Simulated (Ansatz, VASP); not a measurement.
## PbS: VASP beside Ansatz

Contents of INCAR:

```
PREC = Accurate
ENCUT = 520
EDIFF = 1E-6
ISMEAR = 0
SIGMA = 0.01
LREAL = False
LASPH = True
NELM = 80
ALGO = Normal
ISIF = 2
LWAVE = False
LCHARG = False
NBANDS = 28
```

The input KPOINTS:

```
Automatic mesh
0
Gamma
  4 6 6
```

Contents of POSCAR:

```
PbS
1.0
    5.9555789856      0.0000000000      0.0000000000
    0.0000000000      2.9685400393      2.9685400630
    0.0000000000     -2.9685400393      2.9685400630
Pb S
2 2
Direct
    0.7498944079      0.2605182553      0.7605182553
    0.2501055921      0.7605182553      0.2605182553
    0.7496622065      0.7604817447      0.2604817447
    0.2503377935      0.2604817447      0.7604817447
```

Input for Ansatz:

```yaml
crystal:
  lattice:
    - [5.9555789856, 0.0, 0.0]
    - [0.0, 2.9685400393, 2.968540063]
    - [0.0, -2.9685400393, 2.968540063]
  atoms:
    - { symbol: Pb, position: [0.7498944079, 0.2605182553, 0.7605182553] }
    - { symbol: Pb, position: [0.2501055921, 0.7605182553, 0.2605182553] }
    - { symbol: S, position: [0.7496622065, 0.7604817447, 0.2604817447] }
    - { symbol: S, position: [0.2503377935, 0.2604817447, 0.7604817447] }
kpoints:
  mp_grid: { grid: [4, 6, 6] }
  band_path:
    path:
      - [0.0, 0.0, 0.0]
      - [0.0, 0.0, 0.5]
      - [0.0, 0.5, 0.500000004]
      - [0.5, 0.0, 0.0]
      - [0.5, 0.0, 0.5]
      - [0.5, 0.5, 0.500000004]
    npoints: 1
hamiltonian:
  xc: lda
scf:
  occupations: { method: fixed }
  n_extra_bands: 5
output:
  forces: true
  stress: true
  eigenvalues: true
  write_density: true
  write_potential: true
  elf: true
  volumetric_format: npy
```

Alike in both runs: task single point; functional LDA; k mesh 4 × 6 × 6; no spin polarisation.

```csv
,VASP,Ansatz
version,VASP 6.6.1,Ansatz 0.2.0
potentials or method,"VASP PAW LDA potentials, release 64 (Pb_d, S)","plane waves, PAW"
plane-wave cutoff (eV),520,420
occupations,"gaussian, width 0.01 eV",fixed
valence electrons in the cell,40,40
```

Ansatz gave:

| Quantity | Value |
| --- | --- |
| gap on the k mesh at the Fermi level (eV) | 0.25 |
| pressure (GPa) | -2.9 |
| traceless stress, the component that is largest in VASP (GPa) | 0.06 |

**Question.** Estimate VASP's values.

**Answer.** gap on the k mesh at the Fermi level (eV): 0.23; pressure (GPa): -2.8; traceless stress, the component that is largest in VASP (GPa): 0.06.

LDA's correlation is that of Perdew and Zunger in VASP and of Perdew and Wang (1992) in Ansatz.

Spin-orbit coupling is off throughout.
